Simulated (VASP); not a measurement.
# TiC (P6_3/mmc) in VASP: a series of runs

TiC is run at these levels: PBE; tasks: single point, relaxation of cell and atoms.

All numbers are computed with VASP 6.6.1; they aren't measurements. Logs are shortened: lines on timing, memory, paths and dates and some standing lists are left out, and cuts for length are marked.

### 1 The cell of the first run

Symmetry: P6_3/mmc, No. 194, hexagonal system. The conventional cell has a = 3.101 Å, b = 3.101 Å, c = 9.783 Å, α = 90.00°, β = 90.00°, γ = 120.00°. Ti (site symmetry -6m2) has 6 C at 2.17 Å within 2.9 Å. Within 2.9 Å of Ti (site symmetry -3m) lie 6 C at 2.17 Å. C (site symmetry 3m) has 6 Ti at 2.17 Å and 1 C at 2.45 Å within 2.9 Å.

### 2 Single point, PBE

INCAR reads:

```
SYSTEM = TiC
ALGO = Normal
EDIFF = 1E-6
ENCUT = 520
GGA = PE
ISIF = 2
ISMEAR = 0
LASPH = .True.
LCHARG = .False.
LREAL = .False.
LWAVE = .False.
NBANDS = 42
NELM = 60
PREC = Accurate
SIGMA = 0.1
```

KPOINTS reads:

```
k-points
0
Gamma
  12 12 4
  0 0 0
```

POSCAR reads:

```
TiC
1.0
    3.1011933116     -0.0000000289      0.0000000000
   -1.5505966308      2.6857122044      0.0000000000
    0.0000000000      0.0000000000      9.7826734000
Ti C
4 4
Direct
    0.6666666667      0.3333333333      0.7500000000
    0.0000000000      0.0000000000      0.0000000000
    0.3333333333      0.6666666667      0.2500000000
    0.0000000000      0.0000000000      0.5000000000
    0.3333333333      0.6666666667      0.8754600000
    0.6666666667      0.3333333333      0.1245400000
    0.6666666667      0.3333333333      0.3754600000
    0.3333333333      0.6666666667      0.6245400000
```

Potentials or basis: VASP PAW PBE potentials, release 64 (Ti_sv, C).

Run with:

```console
$ cat potpaw_PBE.64/Ti_sv/POTCAR potpaw_PBE.64/C/POTCAR > POTCAR
$ mpirun -np 1 vasp_std > vasp.out
```

OUTCAR:

```text
SYSTEM = TiC
   EDIFF = 1E-6
   ENCUT = 520
   GGA = PE
   ISIF = 2
   ISMEAR = 0
   LASPH = .True.
   LREAL = .False.
   NELM = 60
   PREC = Accurate

 ion  position               nearest neighbor table
   1  0.667  0.333  0.750-   5 2.17   8 2.17   5 2.17   8 2.17   5 2.17   8 2.17
   2  0.000  0.000  0.000-   5 2.17   6 2.17   6 2.17   5 2.17   6 2.17   5 2.17
   3  0.333  0.667  0.250-   6 2.17   7 2.17   6 2.17   7 2.17   6 2.17   7 2.17
   4  0.000  0.000  0.500-   7 2.17   8 2.17   7 2.17   8 2.17   7 2.17   8 2.17
   5  0.333  0.667  0.875-   2 2.17   2 2.17   2 2.17   1 2.17   1 2.17   1 2.17
   6  0.667  0.333  0.125-   2 2.17   2 2.17   2 2.17   3 2.17   3 2.17   3 2.17
   7  0.667  0.333  0.375-   4 2.17   4 2.17   4 2.17   3 2.17   3 2.17   3 2.17
   8  0.333  0.667  0.625-   4 2.17   4 2.17   4 2.17   1 2.17   1 2.17   1 2.17

  LATTYP: Found a hexagonal cell.
 ALAT       =     3.1011933116
 C/A-ratio  =     3.1544868111

  Lattice vectors:

 A1 = (   3.1011933116,  -0.0000000289,   0.0000000000)
 A2 = (  -1.5505966308,   2.6857122044,   0.0000000000)
 A3 = (   0.0000000000,   0.0000000000,   9.7826734000)

Analysis of symmetry for initial positions (statically):
=====================================================================
 Subroutine PRICEL returns:
 Original cell was already a primitive cell.

 Routine SETGRP: Setting up the symmetry group for a
 hexagonal supercell.

 Subroutine GETGRP returns: Found 24 space group operations
 (whereof 12 operations were pure point group operations)
 out of a pool of 24 trial point group operations.

The static configuration has the point symmetry D_3d.
 The point group associated with its full space group is D_6h.

Analysis of symmetry for dynamics (positions and initial velocities):
=====================================================================
 Subroutine PRICEL returns:
 Original cell was already a primitive cell.

 Routine SETGRP: Setting up the symmetry group for a
 hexagonal supercell.

 Subroutine GETGRP returns: Found 24 space group operations
 (whereof 12 operations were pure point group operations)
 out of a pool of 24 trial point group operations.

The dynamic configuration has the point symmetry D_3d.
 The point group associated with its full space group is D_6h.

 Subroutine INISYM returns: Found 24 space group operations
 (whereof 12 operations are pure point group operations),
 and found     1 'primitive' translations

----------------------------------------------------------------------------------------
[... 113 lines left out ...]
   POTIM  = 0.5000    time-step for ionic-motion
   TEBEG  =    0.0;   TEEND  =   0.0 temperature during run
   PSTRESS=    0.0 pullay stress
   NELECT =      64.0000    total number of electrons
   NUPDOWN=      -1.0000    fix difference up-down
   EMIN   =  10.00;   EMAX   =-10.00  energy-range for DOS
   EFERMI =   0.00;   METHOD = LEGACY
   ISMEAR =     0;   SIGMA  =   0.10  broadening in eV -4-tet -1-fermi 0-gaus
   EFERMI_NEDOS =   21; number of points for ismear=-14 and -15
   IALGO  =     38    algorithm
   IMIX   =      4    mixing-type and parameters
     AMIX     =   0.40;   BMIX     =  1.00
     AMIX_MAG =   1.60;   BMIX_MAG =  1.00
  volume/ion in A,a.u.               =      10.18        68.73
  Fermi-wavevector in a.u.,A,eV,Ry     =   1.510496  2.854423 31.043021  2.281598
  Thomas-Fermi vector in A             =   2.620678
   LORBIT       =      0    0 simple, 1 ext, 2 COOP (PROOUT), +10 PAW based schemes
   GGA     = PE    functional components
   LHFCALC =     F    Hartree Fock is set to
   AEXX    =    0.0000 exact exchange contribution
   IVDW    =     0    specifies the selected vdW correction
   LEPSILON=     F    determine dielectric tensor
   LRPA    =     F    only Hartree local field effects (RPA)
 non-spin polarized calculation
 Gauss-broadening in eV      SIGMA  =   0.10
  energy-cutoff  :      520.00
  volume of cell :       81.48
 maximum number of plane-waves:      2212
 NGX is ok and might be reduce to    24
   NGX = 11   NGY = 11   NGZ = 37

 number of electron      64.0000001 magnetization

 Free energy of the ion-electron system (eV)
  ---------------------------------------------------
  ext. energy  EPLUGINS =         0.00000000
  ---------------------------------------------------
  free energy    TOTEN  =       -74.10059071 eV

  energy without entropy =      -74.09346488  energy(sigma->0) =      -74.09702779

 E-fermi :   9.6543     XC(G=0): -12.6767

 val. band max:        9.6476338636   @ k =   0.1667   0.1667   0.2500
 cond. band min:       9.6591725661   @ k =   0.2500   0.0833   0.0000
 fundamental gap:      0.0115387026
 Fermi energy:         9.6542524582

 k-point     1 :       0.0000    0.0000    0.0000
  band No.  band energies     occupation
      1     -47.1078      2.00000
      2     -47.0695      2.00000
      3     -47.0642      2.00000
      4     -47.0256      2.00000
      5     -23.6307      2.00000
      6     -23.3926      2.00000
[... 1069 lines left out ...]
     41      13.0803      0.00000
     42      13.1613      0.00000

 [... further k-points ...]

------------------------ aborting loop because EDIFF is reached ----------------------------------------

  FORCE on cell =-STRESS in cart. coord.  units (eV):
  Direction    XX          YY          ZZ          XY          YZ          ZX
  --------------------------------------------------------------------------------------
  -------------------------------------------------------------------------------------
  Total        0.0966299      0.0966299      0.0579784     -0.0000000      0.0000000      0.0000000
  in kB        1.9000996      1.9000996      1.1400689     -0.0000000      0.0000000      0.0000000
  external PRESSURE =       1.6467560 kB  Pullay stress =       0.0000000 kB

 VOLUME and BASIS-vectors are now :
 -----------------------------------------------------------------------------
  energy-cutoff  :      520.00
  volume of cell :       81.48
      direct lattice vectors                 reciprocal lattice vectors
     3.101193312 -0.000000029  0.000000000     0.322456521  0.186170355  0.000000000
    -1.550596631  2.685712204  0.000000000     0.000000003  0.372340716  0.000000000
     0.000000000  0.000000000  9.782673400     0.000000000  0.000000000  0.102221546

 POSITION                                       TOTAL-FORCE (eV/Angst)
 -----------------------------------------------------------------------------------
      1.55060      0.89524      7.33701        -0.000000     -0.000000      0.000000
      0.00000      0.00000      0.00000        -0.000000     -0.000000      0.000000
      0.00000      1.79047      2.44567         0.000000      0.000000      0.000000
      0.00000      0.00000      4.89134        -0.000000     -0.000000      0.000000
      0.00000      1.79047      8.56434        -0.000000     -0.000000      0.000297
      1.55060      0.89524      1.21833        -0.000000      0.000000     -0.000297
      1.55060      0.89524      3.67300        -0.000000     -0.000000      0.000297
      0.00000      1.79047      6.10967        -0.000000     -0.000000     -0.000297
 -----------------------------------------------------------------------------------
    total drift:                               -0.000000      0.000000     -0.000000

  FREE ENERGIE OF THE ION-ELECTRON SYSTEM (eV)
  ---------------------------------------------------
  free  energy   TOTEN  =       -74.1005907075 eV

  energy  without entropy=      -74.0934648763  energy(sigma->0) =      -74.09702779
```

Wall time 3.2 min (1 thread of Intel Xeon Platinum 8259CL at 2.50GHz (Skylake/Cascade Lake), shared host); peak memory 0.29 GiB.

What came out:

| Quantity | Value |
| --- | --- |
| Free energy | -74.1006 eV |
| Pressure | 0.2 GPa |
| Band gap on the k mesh | zero (bands 32 and 33 overlap by 0.89 eV) |

### 3 Single point, PBE, collinear spin

INCAR reads:

```
  PREC = Accurate
  ENCUT = 520
  EDIFF = 1E-6
  ISMEAR = 0
  SIGMA = 0.1
  LREAL = F
  LASPH = T
  NELM = 150
  ALGO = Normal
  ISIF = 2
  LWAVE = F
  LCHARG = F
  ISPIN = 2
  MAGMOM = 1 1 1 1 0 0 0 0
  LORBIT = 11
  LMAXMIX = 4
  GGA = PE
  NBANDS = 46
```

KPOINTS reads:

```
regular mesh
0
Gamma
  6 6 2
```

POSCAR reads:

```
TiC
1.0
    3.1011933000      0.0000000000      0.0000000000
   -1.5505966000      2.6857122000      0.0000000000
    0.0000000000      0.0000000000      9.7826734000
Ti C
4 4
Direct
    0.6666667000      0.3333333000      0.7500000000
    0.0000000000      0.0000000000      0.0000000000
    0.3333333000      0.6666667000      0.2500000000
    0.0000000000      0.0000000000      0.5000000000
    0.3333333000      0.6666667000      0.8754600000
    0.6666667000      0.3333333000      0.1245400000
    0.6666667000      0.3333333000      0.3754600000
    0.3333333000      0.6666667000      0.6245400000
```

Potentials or basis: VASP PAW PBE potentials, release 64 (Ti_sv, C).

Run with:

```console
$ cat potpaw_PBE.64/Ti_sv/POTCAR potpaw_PBE.64/C/POTCAR > POTCAR
$ mpirun -np 1 vasp_std > vasp.out
```

It took 2 min on 1 thread of Intel Xeon Platinum 8259CL at 2.50GHz (Skylake/Cascade Lake), shared host; peak memory 0.27 GiB.

Results (log left out):

* Free energy: -74.0791 eV
* Pressure: 0.4 GPa
* Largest force: 0.077 eV/Å
* Band gap on the k mesh: zero (filled and empty bands overlap)
* Net moment: 0.00 μB per cell
* Valence electrons inside the program's atomic spheres: Ti 10.41, 10.40 (each value once); C 2.39

Forces on the atoms (eV/Å):
```
Ti   0.000  0.000  0.000
Ti   0.000  0.000  0.000
Ti   0.000  0.000  0.000
Ti   0.000  0.000  0.000
C    0.000  0.000  0.077
C    0.000  0.000 -0.077
C    0.000  0.000  0.077
C    0.000  0.000 -0.077
```

Stress tensor (GPa, compression positive):
```
-0.85  0.00  0.00
 0.00 -0.85  0.00
 0.00  0.00  2.77
```

Levels at points of the mesh, in eV from the Fermi level:
Spin up:
```tsv
k point	band 28	band 29	band 30	band 31	band 32	band 33	band 34	band 35	band 36	band 37
(0.00, 0.00, 0.00)	-1.53	-1.53	-0.11	-0.11	0.87	0.90	0.90	1.20	1.20	2.36
(0.50, 0.00, 0.00)	-2.21	-2.05	-1.87	-1.46	-0.48	0.90	1.41	2.03	2.74	2.75
(0.00, 0.00, 0.50)	-0.87	-0.87	-0.87	-0.32	-0.32	1.67	1.67	1.67	1.67	1.82
(0.50, 0.00, 0.50)	-2.67	-1.82	-1.82	-1.02	-1.02	1.04	1.04	2.64	2.64	2.84
```
Spin down:
```tsv
k point	band 28	band 29	band 30	band 31	band 32	band 33	band 34	band 35	band 36	band 37
(0.00, 0.00, 0.00)	-1.53	-1.53	-0.11	-0.11	0.87	0.90	0.90	1.20	1.20	2.36
(0.50, 0.00, 0.00)	-2.21	-2.05	-1.87	-1.46	-0.48	0.90	1.41	2.03	2.74	2.75
(0.00, 0.00, 0.50)	-0.87	-0.87	-0.87	-0.32	-0.32	1.67	1.67	1.67	1.67	1.82
(0.50, 0.00, 0.50)	-2.67	-1.82	-1.82	-1.02	-1.02	1.04	1.04	2.64	2.64	2.84
```

Caveat: the k points lie up to 0.39 Å⁻¹ apart, too coarse for converged energies and pressures of a metal.

### 4 Relaxation of cell and atoms, PBE

INCAR reads:

```
ALGO     = Normal         # electronic algorithm
EDIFF    = 1E-6           # SCF threshold, eV
EDIFFG   = -0.01          # ionic threshold
ENCUT    = 600            # plane-wave cutoff, eV
GGA      = PE             # functional
IBRION   = 2              # ionic algorithm
ISIF     = 3              # what is computed and relaxed
ISMEAR   = 0              # smearing method
LASPH    = T              # aspherical terms in the spheres
LCHARG   = F              # write CHGCAR
LREAL    = F              # projectors in reciprocal space
LWAVE    = F              # write WAVECAR
NELM     = 60             # most SCF steps
NSW      = 100            # ionic steps
PREC     = Accurate       # precision mode
SIGMA    = 0.1            # smearing width, eV
```

KPOINTS reads:

```
k-points
0
Gamma
  12 12 4
```

POSCAR is that of step 3.

Run with:

```console
$ cat potpaw_PBE.64/Ti_sv/POTCAR potpaw_PBE.64/C/POTCAR > POTCAR
$ mpirun -np 1 vasp_std > vasp.out
```

Run time: 4 min. Hardware: 1 thread of Intel Xeon Platinum 8259CL at 2.50GHz (Skylake/Cascade Lake), shared host; peak memory 0.34 GiB.

The run converged. Its results:

* Free energy: -74.1028 eV
* Pressure after relaxing: 0.0 GPa
* Band gap on the k mesh: zero (bands 32 and 33 overlap by 0.89 eV)

Final structure:
```xyz
8
Lattice="3.1012 0.0000 0.0000 -1.5506 2.6857 0.0000 0.0000 0.0000 9.7827" Properties=species:S:1:pos:R:3 pbc="T T T"
Ti    1.5506    0.8952    7.3370
Ti    0.0000    0.0000    0.0000
Ti    0.0000    1.7905    2.4457
Ti    0.0000    0.0000    4.8913
C     0.0000    1.7905    8.5643
C     1.5506    0.8952    1.2183
C     1.5506    0.8952    3.6730
C     0.0000    1.7905    6.1097
```

Levels at points of the mesh, in eV from the Fermi level:
```tsv
k point	band 28	band 29	band 30	band 31	band 32	band 33	band 34	band 35	band 36	band 37
(0.00, 0.00, 0.00)	-1.75	-1.75	-0.33	-0.33	0.64	0.68	0.68	0.98	0.98	2.14
(0.50, 0.00, 0.00)	-2.44	-2.28	-2.10	-1.68	-0.71	0.66	1.19	1.80	2.52	2.53
(0.00, 0.00, 0.50)	-1.09	-1.09	-1.09	-0.55	-0.55	1.44	1.44	1.44	1.46	1.60
(0.50, 0.00, 0.50)	-2.90	-2.04	-2.04	-1.25	-1.25	0.81	0.81	2.42	2.42	2.63
```

Caveat: the relaxation stopped at its first step, so nothing moved.

### 5 The runs side by side

| task | spin | cell | k mesh | cutoff (eV) | gap on the mesh (eV) | pressure (GPa) |
| --- | --- | --- | --- | --- | --- | --- |
| single point | off | a = 3.101, b = 3.101, c = 9.783 Å, angles 90.0, 90.0, 120.0°, 8 atoms | 12 × 12 × 4 | 520 | none | 0.2 |
| single point | collinear | a = 3.101, b = 3.101, c = 9.783 Å, angles 90.0, 90.0, 120.0°, 8 atoms | 6 × 6 × 2 | 520 | none | 0.4 |
| relaxation of cell and atoms | off | relaxed from a = 3.101, b = 3.101, c = 9.783 Å, angles 90.0, 90.0, 120.0°, 8 atoms | 12 × 12 × 4 | 600 | none | 0.0 |

Alike in all rows: level PBE; potentials or basis VASP PAW PBE potentials, release 64 (Ti_sv, C); smearing gaussian 0.1 eV.

Caveats: some runs use coarse meshes; the relaxation stopped at its first step, so nothing moved (at least some runs).

Total energies depend on the potentials used, so only differences within one code and one set of settings carry meaning.
